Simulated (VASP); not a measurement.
# BN in VASP: relaxation of the atoms with PBEsol

Aim: the relaxation of the atoms of BN with PBEsol.

Everything below comes from runs of VASP 6.6.1. Logs are shortened: lines on timing, memory, paths and dates and some standing lists are left out, and cuts for length are marked.

### Step 1. The cell of the first run

The cell holds a slab with vacuum, 8 atoms: a = 2.504 Å, b = 3.770 Å, c = 24.078 Å, α = 90.00°, β = 90.00°, γ = 109.40°.

### Step 2. Relaxation of the atoms, PBEsol

INCAR

```
SYSTEM = BN
ALGO = Fast
DIPOL = 0.5 0.5 0.500
EDIFF = 1E-6
EDIFFG = -0.03
ENCUT = 520
GGA = PS
IBRION = 2
IDIPOL = 3
ISIF = 2
ISMEAR = 0
ISYM = 0
LASPH = .True.
LCHARG = .False.
LDIPOL = .True.
LREAL = .False.
LWAVE = .False.
NELM = 100
NSW = 90
PREC = Accurate
SIGMA = 0.05
```

KPOINTS

```
k-points
0
Gamma
  11 8 1
  0 0 0
```

POSCAR

```
BN
1.0
    2.5041946717      0.0000000000      0.0000000000
   -1.2520973358      3.5557880312      0.0000000000
    0.0000000000      0.0000000000     24.0777041004
N B
4 4
Selective dynamics
Direct
    0.0405781396      0.0811562793      0.3530236921  F F F
    0.6025756800      0.2051513600      0.4412133852  F F F
    0.1645732203      0.3291464406      0.5294030782  T T T
    0.7265707606      0.4531415213      0.6175927712  T T T
    0.5614564127      0.1229128254      0.3824072288  F F F
    0.1234539530      0.2469079060      0.4705969218  F F F
    0.6854514933      0.3709029867      0.5587866148  T T T
    0.2474490337      0.4948980673      0.6469763079  T T T
```

Potentials or basis: VASP PAW PBE potentials, release 64 (N, B).

The run is started by

```
> cat potpaw_PBE.64/N/POTCAR potpaw_PBE.64/B/POTCAR > POTCAR
> mpirun -np 1 vasp_std > vasp.out
```

OUTCAR:

```text
SYSTEM = BN
   EDIFF = 1E-6
   EDIFFG = -0.03
   ENCUT = 520
   GGA = PS
   IBRION = 2
   ISIF = 2
   ISMEAR = 0
   ISYM = 0
   LASPH = .True.
   LREAL = .False.
   NELM = 100
   NSW = 90
   PREC = Accurate

 ion  position               nearest neighbor table
   1  0.041  0.081  0.353-   5 1.45   5 1.45
   2  0.603  0.205  0.441-   6 1.45   6 1.45   5 1.45
   3  0.165  0.329  0.529-   7 1.45   7 1.45   6 1.45
   4  0.727  0.453  0.618-   8 1.45   8 1.45   7 1.45
   5  0.561  0.123  0.382-   1 1.45   1 1.45   2 1.45
   6  0.123  0.247  0.471-   2 1.45   2 1.45   3 1.45
   7  0.685  0.371  0.559-   3 1.45   3 1.45   4 1.45
   8  0.247  0.495  0.647-   4 1.45   4 1.45

IMPORTANT INFORMATION: All symmetrisations will be switched off!
NOSYMM: (Re-)initialisation of all symmetry stuff for point group C_1.

----------------------------------------------------------------------------------------

                                     Primitive cell

  volume of cell :     214.3972

  direct lattice vectors                    reciprocal lattice vectors
     2.504194672  0.000000000  0.000000000     0.399329977  0.140615806  0.000000000
    -1.252097336  3.555788031  0.000000000     0.000000000  0.281231612  0.000000000
     0.000000000  0.000000000 24.077704100     0.000000000  0.000000000  0.041532199

  length of vectors
     2.504194672  3.769797907 24.077704100     0.423364187  0.281231612  0.041532199

  position of ions in fractional coordinates (direct lattice)
     0.040578140  0.081156279  0.353023692
     0.602575680  0.205151360  0.441213385
     0.164573220  0.329146441  0.529403078
     0.726570761  0.453141521  0.617592771
     0.561456413  0.122912825  0.382407229
     0.123453953  0.246907906  0.470596922
     0.685451493  0.370902987  0.558786615
     0.247449034  0.494898067  0.646976308

  ion indices of the primitive-cell ions
   primitive index   ion index
                 1           1
                 2           2
                 3           3
                 4           4
                 5           5
                 6           6
                 7           7
                 8           8

[... 130 lines left out ...]
 maximum number of plane-waves:      5826
   NGX =  9   NGY = 13   NGZ = 89

--------------------------------------- Ionic step        1  -------------------------------------------

 number of electron      31.9999997 magnetization

 Free energy of the ion-electron system (eV)
  ---------------------------------------------------
  ext. energy  EPLUGINS =         0.00000000
  ---------------------------------------------------
  free energy    TOTEN  =       -66.29373215 eV

  energy without entropy =      -66.28126272  energy(sigma->0) =      -66.28749744

------------------------ aborting loop because EDIFF is reached ----------------------------------------

  FORCE on cell =-STRESS in cart. coord.  units (eV):
  Direction    XX          YY          ZZ          XY          YZ          ZX
  --------------------------------------------------------------------------------------
  -------------------------------------------------------------------------------------
  Total       -4.0619117     -0.4486705      2.0582478     -0.0115482      0.4341491     -0.0011061
  in kB      -30.3544267     -3.3528883     15.3811645     -0.0862988      3.2443703     -0.0082660
  external PRESSURE =      -6.1087168 kB  Pullay stress =       0.0000000 kB
[... 65 lines left out ...]
  FREE ENERGIE OF THE ION-ELECTRON SYSTEM (eV)
  ---------------------------------------------------
  free  energy   TOTEN  =       -66.1135983899 eV

  energy  without entropy=      -66.1021715217  energy(sigma->0) =      -66.10788496

 dipolmoment           0.000000      0.000000      0.139005 electrons x Angstroem

--------------------------------------- Ionic step        3  -------------------------------------------

 number of electron      31.9999996 magnetization

------------------------ aborting loop because EDIFF is reached ----------------------------------------
[... 31 lines left out ...]
  FREE ENERGIE OF THE ION-ELECTRON SYSTEM (eV)
  ---------------------------------------------------
  free  energy   TOTEN  =       -66.3333451180 eV

  energy  without entropy=      -66.3214703768  energy(sigma->0) =      -66.32740775

[... ionic steps 4 to 9 ...]

--------------------------------------- Ionic step       10  -------------------------------------------

 number of electron      31.9999994 magnetization

------------------------ aborting loop because EDIFF is reached ----------------------------------------
[... 79 lines left out ...]
--------------------------------------- Ionic step       12  -------------------------------------------

 number of electron      31.9999993 magnetization

 dipolmoment           0.000000      0.000000     -0.146635 electrons x Angstroem

 Free energy of the ion-electron system (eV)
  ---------------------------------------------------
  ext. energy  EPLUGINS =         0.00000000
  ---------------------------------------------------
  free energy    TOTEN  =       -66.33934381 eV

  energy without entropy =      -66.32770994  energy(sigma->0) =      -66.33352687

 E-fermi :  -3.2955     XC(G=0):  -4.2506

 val. band max:       -3.3073802755   @ k =  -0.1818   0.3750   0.0000
 cond. band min:      -3.2944782449   @ k =   0.0909   0.1250   0.0000
 fundamental gap:      0.0129020306
 Fermi energy:        -3.2955342593

 k-point     1 :       0.0000    0.0000    0.0000
  band No.  band energies     occupation
      1     -22.8886      2.00000
      2     -21.6671      2.00000
      3     -20.4517      2.00000
      4     -17.8280      2.00000
      5     -13.4502      2.00000
      6     -10.8518      2.00000
[... 565 lines left out ...]
     20       0.5784      0.00000
     21       2.1592      0.00000

 [... further k-points ...]

------------------------ aborting loop because EDIFF is reached ----------------------------------------

 vacuum level on the upper side and lower side of the slab       (xc-potential included)        -1.481         1.434

  FORCE on cell =-STRESS in cart. coord.  units (eV):
  Direction    XX          YY          ZZ          XY          YZ          ZX
  --------------------------------------------------------------------------------------
  -------------------------------------------------------------------------------------
  Total       -3.0520013     -0.5738405      0.3772788     -0.0216023      0.0919905     -0.0014770
  in kB      -22.8074256     -4.2882764      2.8193821     -0.1614329      0.6874395     -0.0110376
  external PRESSURE =      -8.0921066 kB  Pullay stress =       0.0000000 kB
[... 23 lines left out ...]
  FREE ENERGIE OF THE ION-ELECTRON SYSTEM (eV)
  ---------------------------------------------------
  free  energy   TOTEN  =       -66.3393438080 eV

  energy  without entropy=      -66.3277099356  energy(sigma->0) =      -66.33352687

 reached required accuracy - stopping structural energy minimisation

 vacuum level on the upper side and lower side of the slab         2.153         5.134
```

OSZICAR:

```text
N       E                     dE             d eps       ncg     rms          rms(c)
DAV:   1     0.272980846524E+03    0.27298E+03   -0.13324E+04  1890   0.122E+03
DAV:   2    -0.355138505917E+02   -0.30849E+03   -0.29779E+03  2891   0.284E+02
DAV:   3    -0.748201789435E+02   -0.39306E+02   -0.38828E+02  2275   0.119E+02
DAV:   4    -0.760666612965E+02   -0.12465E+01   -0.12437E+01  2249   0.258E+01
[... 175 lines left out ...]
RMM:   2    -0.663393582311E+02   -0.18260E-04   -0.17875E-04  1874   0.994E-02    0.423E-02
RMM:   3    -0.663393596368E+02   -0.14057E-05   -0.23149E-05  1855   0.375E-02    0.476E-02
RMM:   4    -0.663393413995E+02    0.18237E-04   -0.10865E-05  1772   0.235E-02    0.596E-03
RMM:   5    -0.663393434423E+02   -0.20428E-05   -0.33329E-06  1357   0.121E-02    0.175E-03
RMM:   6    -0.663393438080E+02   -0.36575E-06   -0.47094E-07  1082   0.447E-03
  12 F= -.66339344E+02 E0= -.66333527E+02  d E =-.886931E-04
```

CONTCAR:

```text
BN
   1.00000000000000
     2.5041946717000001    0.0000000000000000    0.0000000000000000
    -1.2520973358000000    3.5557880312000001    0.0000000000000000
     0.0000000000000000    0.0000000000000000   24.0777041003999983
  N               B
     4     4
Selective dynamics
Direct
     0.0405781396000009    0.0811562792999965    0.3530236921000025   F   F   F
     0.6025756800000011    0.2051513600000021    0.4412133852000011   F   F   F
     0.1650242860204058    0.3300521010558863    0.5305897704042459   T   T   T
     0.7290082595259328    0.4580579237211848    0.6194460468000714   T   T   T
     0.5614564126999966    0.1229128254000003    0.3824072287999982   F   F   F
     0.1234539530000021    0.2469079059999970    0.4705969218000021   F   F   F
     0.6865568431844054    0.3731067886746188    0.5588176465244857   T   T   T
     0.2458487007192141    0.4917027893935175    0.6476587163109179   T   T   T

  0.00000000E+00  0.00000000E+00  0.00000000E+00
  0.00000000E+00  0.00000000E+00  0.00000000E+00
  0.00000000E+00  0.00000000E+00  0.00000000E+00
  0.00000000E+00  0.00000000E+00  0.00000000E+00
  0.00000000E+00  0.00000000E+00  0.00000000E+00
  0.00000000E+00  0.00000000E+00  0.00000000E+00
  0.00000000E+00  0.00000000E+00  0.00000000E+00
  0.00000000E+00  0.00000000E+00  0.00000000E+00
```

Wall time 54 min (1 thread of Oxide Virtual Turin-like, shared host); peak memory 0.39 GiB.

What came out:

```yaml
Free_energy: -66.3393 eV
Energy_gained_by_relaxing: 5.7 meV/atom
Ionic_steps: 12
Band_gap_on_the_k_mesh: zero (bands 16 and 17 overlap by 0.47 eV)
```

The path:
```
step  energy change (eV)  largest force on free atoms (eV/Å)  pressure (GPa)
   1              0.0000                              1.4866           -0.61
   2              0.1801                              3.7911            0.13
   3             -0.0396                              0.2924           -0.53
   4             -0.0415                              0.2938           -0.47
   5             -0.0420                              0.1810           -0.48
   6             -0.0435                              0.1499           -0.55
   7             -0.0435                              0.1464           -0.56
   8             -0.0449                              0.0762           -0.67
   9             -0.0454                              0.0633           -0.80
  10             -0.0453                              0.1649           -0.81
  11             -0.0455                              0.0381           -0.81
  12             -0.0456                              0.0243           -0.81
```

Final structure:
```cif
data_structure
_symmetry_space_group_name_H-M 'P 1'
_symmetry_Int_Tables_number 1
_cell_length_a 2.5042
_cell_length_b 3.7698
_cell_length_c 24.0777
_cell_angle_alpha 90.000
_cell_angle_beta 90.000
_cell_angle_gamma 109.399
_cell_volume 214.40
loop_
_atom_site_label
_atom_site_type_symbol
_atom_site_fract_x
_atom_site_fract_y
_atom_site_fract_z
_atom_site_occupancy
N1 N 0.04058 0.08116 0.35302 1
N2 N 0.60258 0.20515 0.44121 1
N3 N 0.16502 0.33005 0.53059 1
N4 N 0.72901 0.45806 0.61945 1
B1 B 0.56146 0.12291 0.38241 1
B2 B 0.12345 0.24691 0.47060 1
B3 B 0.68656 0.37311 0.55882 1
B4 B 0.24585 0.49170 0.64766 1
```

Caveat: the PAW data sets were made with another functional, which shifts forces and pressure a little.
